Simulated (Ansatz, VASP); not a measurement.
Bi: VASP beside Ansatz

The input INCAR:

```
SYSTEM = Bi
ALGO = Normal ; EDIFF = 1E-6
ENCUT = 500 ; GGA = PS
GGA_COMPAT = .False. ; ISIF = 2
ISMEAR = 0 ; LASPH = .True.
LCHARG = .False. ; LREAL = .False.
LWAVE = .False. ; NBANDS = 14
NELM = 120 ; PREC = Accurate
SIGMA = 0.1
```

KPOINTS

```
k-points
0
Gamma
  16 16 16
  0 0 0
```

The input POSCAR:

```
Bi
1.0
   -1.9947277781      1.9947277781      1.9947277781
    1.9947277781     -1.9947277781      1.9947277781
    1.9947277781      1.9947277781     -1.9947277781
Bi
1
Direct
    0.0000000000      0.0000000000      0.0000000000
```

Input for Ansatz:

```yaml
crystal:
  lattice:
    - [-1.9947277781, 1.9947277781, 1.9947277781]
    - [1.9947277781, -1.9947277781, 1.9947277781]
    - [1.9947277781, 1.9947277781, -1.9947277781]
  atoms:
    - { symbol: Bi, position: [0.0, 0.0, 0.0] }
basis:
  ecutwfc: 600.0
kpoints:
  mp_grid: { grid: [16, 16, 16] }
hamiltonian:
  xc: pbesol
scf:
  occupations: { method: gaussian, width: 0.1 }
output:
  forces: true
  stress: true
  eigenvalues: true
```

Alike in both runs: task single point; functional PBEsol; k mesh 16 × 16 × 16; occupations gaussian, width 0.1 eV; no spin polarisation.

|  | VASP | Ansatz |
| --- | --- | --- |
| version | VASP 6.6.1 | Ansatz 0.2.0 |
| potentials or method | VASP PAW PBE potentials, release 64 (Bi_d), cutoff 500 eV | scalar-relativistic, plane waves, PAW |
| valence electrons in the cell | 15 | 15 |

|  | VASP | Ansatz | Ansatz less VASP |
| --- | --- | --- | --- |
| gap on the k mesh at the Fermi level (eV) | none | none | - |
| pressure (GPa) | -3.0 | -3.0 | +0.04 |

VASP's potentials were made for PBE, not for PBEsol. A gap of «none» marks a metal or a gap that the smearing closes.

Spin-orbit coupling is off throughout.
